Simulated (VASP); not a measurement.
GaP: single point with PBE-based screened hybrid

Crystal: GaP.

```xyz
2
Lattice="0.0000 2.5585 2.5585 2.5585 0.0000 2.5585 2.5585 2.5585 0.0000" Properties=species:S:1:pos:R:3 pbc="T T T"
Ga    0.0000    0.0000    0.0000
P     2.5585    2.5585    2.5585
```

| Item | Value |
| --- | --- |
| Program | VASP 6.6.1 |
| Task | single point |
| Functional | PBE-based screened hybrid |
| Potentials or basis | VASP PAW PBE potentials, release 64 (Ga_d, P) |
| Cutoff | 520 eV |
| k mesh | 4 × 4 × 4 |
| Occupations | fermi-dirac, width 0.02 eV |
| Spin | no spin polarisation |

| Item | Value |
| --- | --- |
| Pressure | 1.0 GPa |
| Band gap on the k mesh | zero (band 9 reaches 6.77 eV, above the bottom of band 10 at 3.57 eV) |

Levels at points of the mesh, in eV from the Fermi level:
```
           k point  band 7  band 8  band 9  band 10  band 11  band 12
(0.00, 0.00, 0.00)   -0.16   -0.16   -0.16     2.21     7.40     7.40
(0.50, 0.00, 0.00)   -8.92   -0.01   -0.01     3.18     3.18     3.48
(0.50, 0.50, 0.00)   -6.78   -3.29   -3.21    -3.21     3.41    12.14
```

Wall time 3.8 min on 1 thread of Intel(R) Xeon(R) 6975P-C (Granite Rapids), with other jobs on the host, peak memory 0.27 GiB.

Caveat: the k points lie up to 0.53 Å⁻¹ apart; the PAW data sets were made with another functional, which shifts forces and pressure a little.
